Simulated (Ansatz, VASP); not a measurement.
**BN: VASP beside Ansatz**

INCAR

```
SYSTEM = BN
ALGO = Normal
EDIFF = 1E-6
EDIFFG = -0.005
ENCUT = 600
IBRION = 2
ISIF = 3
ISMEAR = 0
LASPH = .True.
LCHARG = .False.
LREAL = .False.
LWAVE = .False.
NELM = 80
NSW = 100
PREC = Accurate
SIGMA = 0.02
```

KPOINTS

```
k-points
0
Gamma
  12 12 6
  0 0 0
```

POSCAR

```
BN
1.0
    2.5233072289      0.0000000000      0.0000000000
   -1.2616536145      2.1852481618      0.0000000000
    0.0000000000      0.0000000000      4.1764355422
B N
2 2
Direct
    0.6666666667      0.3333333333      0.9996930432
    0.3333333333      0.6666666667      0.4996930432
    0.6666666667      0.3333333333      0.6253069568
    0.3333333333      0.6666666667      0.1253069568
```

Input for Ansatz:

```yaml
crystal:
  lattice:
    - [2.5233072289, 0.0, 0.0]
    - [-1.2616536145, 2.1852481618, 0.0]
    - [0.0, 0.0, 4.1764355422]
  atoms:
    - { symbol: B, position: [0.6666666667, 0.3333333333, 0.9996930432] }
    - { symbol: B, position: [0.3333333333, 0.6666666667, 0.4996930432] }
    - { symbol: "N", position: [0.6666666667, 0.3333333333, 0.6253069568] }
    - { symbol: "N", position: [0.3333333333, 0.6666666667, 0.1253069568] }
basis:
  ecutwfc: 420
kpoints:
  mp_grid: { grid: [12, 12, 6] }
hamiltonian:
  xc: lda
scf:
  occupations: { method: gaussian, width: 0.02 }
output:
  forces: true
  stress: true
  eigenvalues: true
  write_density: true
  write_potential: true
  elf: true
  volumetric_format: npy
relax:
  adjacent_minimum: "off"
  f_tol: 0.005
  max_steps: 80
  cell: { stress_tol: 0.05 }
```

Alike in both runs: task relaxation of cell and atoms; functional LDA; k mesh 12 × 12 × 6; occupations gaussian, width 0.02 eV; no spin polarisation.

```csv
,VASP,Ansatz
version,VASP 6.6.1,Ansatz 0.2.0
potentials or method,"VASP PAW LDA potentials, release 64 (B, N), cutoff 600 eV","scalar-relativistic, plane waves, PAW"
valence electrons in the cell,16,16
```

|  | VASP | Ansatz | Ansatz less VASP |
| --- | --- | --- | --- |
| gap on the k mesh at the Fermi level, each at its own relaxed structure (eV) | 4.91 | 4.93 | +0.025 |
| relaxed volume (Å³/atom) | 5.77 | 5.76 | -0.010 |
| relaxed length of the cell vector where the two differ most in proportion (Å) | 4.178 | 4.175 | -0.0025 |

LDA's correlation is that of Perdew and Zunger in VASP and of Perdew and Wang (1992) in Ansatz.
